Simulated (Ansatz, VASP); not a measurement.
Rh in VASP and in Ansatz

```
Rh
1.0
     0.00000    2.71255    2.71255
     2.71255    0.00000    2.71255
     2.71255    2.71255    0.00000
Rh
2
Direct
  0.50000 0.50000 0.50000
  0.75000 0.75000 0.75000
```

Alike in both runs: functional PBEsol; k mesh 6 × 6 × 6; occupations gaussian, width 0.1 eV; no spin polarisation.

Ansatz relaxed the structure, and its values are those at the end. VASP's run is a single point on that final structure, the one shown.

|  | VASP | Ansatz |
| --- | --- | --- |
| version | VASP 6.6.1 | Ansatz 0.2.0 |
| potentials or method | VASP PAW PBE potentials, release 64 (Rh_pv), cutoff 500 eV | scalar-relativistic, plane waves, PAW |
| valence electrons in the cell | 30 | 34 |

```tsv
	VASP	Ansatz	Ansatz less VASP
gap on the k mesh at the Fermi level (eV)	none	none	-
pressure (GPa)	0.2	0.0	-0.11
```

VASP's potentials were made for PBE, not for PBEsol. A gap of «none» marks a metal or a gap that the smearing closes. The functional is the same, so the differences come from potentials, cutoffs and numerics. VASP's potentials hold 30 valence electrons a cell and Ansatz's 34, so a difference there can come from the potentials and not from the codes.
